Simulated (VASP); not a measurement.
Crystal: Ca.

```
Ca
1.0
     0.00000    2.75179    2.75179
     2.75179    0.00000    2.75179
     2.75179    2.75179    0.00000
Ca
1
Cartesian
  0.0000 0.0000 0.0000
```

Base run:

| Property | Result |
| --- | --- |
| Program | VASP 6.6.1 |
| Functional | r2SCAN |
| Potentials or basis | VASP PAW PBE potentials, release 64 (Ca_sv) |
| Cutoff | 550 eV |
| k mesh | 14 × 14 × 14 |
| Occupations | gaussian, width 0.05 eV |
| Spin | no spin polarisation |

Its results: band gap on the k mesh zero (bands 5 and 6 overlap by 0.47 eV); pressure 0.7 GPa.

**Question.** The run is repeated on the same cell with these changes: functional from r2SCAN to PBE; cutoff from 550 eV to 500 eV; k mesh from 14 × 14 × 14 to 6 × 6 × 6. What comes out?

**Answer.** Band gap on the k mesh zero (bands 5 and 6 overlap by 0.16 eV); pressure 0.0 GPa.

Several settings changed at once.

Caveats: the PAW data sets were made with another functional, which shifts forces and pressure a little (at least some runs).
